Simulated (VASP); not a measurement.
Write the native input for VASP 6.6.1 that does the following.

```yaml
Task: single point
Functional: PBE
Potentials_or_basis: VASP PAW PBE potentials, release 64 (Na_pv, S)
Cutoff: 520 eV
k_mesh: 6 × 6 × 12
Occupations: gaussian, width 0.1 eV
Spin: no spin polarisation
Dipole_correction: no
Further_INCAR_settings: ALGO = Normal; EDIFF = 1e-06; NBANDS = 28
```

The structure of NaS5 lies in POSCAR:

```
NaS5
1.0
    6.5138796908      0.0000000033      0.0000000000
   -3.2569398483      5.6411852878      0.0000000000
    0.0000000000      0.0000000000      3.3860790605
Na S
1 5
Direct
    0.0000000000      0.0000000000      0.0000000000
    0.3333333333      0.6666666667      0.0000000000
    0.6666666667      0.3333333333      0.0000000000
    0.5000000000      0.0000000000      0.5000000000
    0.5000000000      0.5000000000      0.5000000000
    0.0000000000      0.5000000000      0.5000000000
```

The cell was generated, and may not be a known phase.

One way to write it, as run:

INCAR

```
ALGO = Normal ; EDIFF = 1E-6
ENCUT = 520 ; GGA = PE
ISIF = 2 ; ISMEAR = 0
LASPH = True ; LCHARG = False
LREAL = False ; LWAVE = False
NBANDS = 28 ; NELM = 60
PREC = Accurate ; SIGMA = 0.1
```

KPOINTS

```
k-points
0
Gamma
  6 6 12
```

Potentials or basis: VASP PAW PBE potentials, release 64 (Na_pv, S).

Launch:

```console
$ cat potpaw_PBE.64/Na_pv/POTCAR potpaw_PBE.64/S/POTCAR > POTCAR
$ mpirun -np 1 vasp_std > vasp.out
```

It gave:

- Pressure: -0.1 GPa
- Band gap on the k mesh: zero (an odd number of electrons rules out a gap without spin polarisation)

Caveat: an odd number of electrons without spin polarisation forces a metal; a magnetic or distorted state may lie lower.

It took 96 s on 1 thread of Intel(R) Xeon(R) Platinum 8488C (Sapphire Rapids) (shared host), peak memory 0.31 GiB.
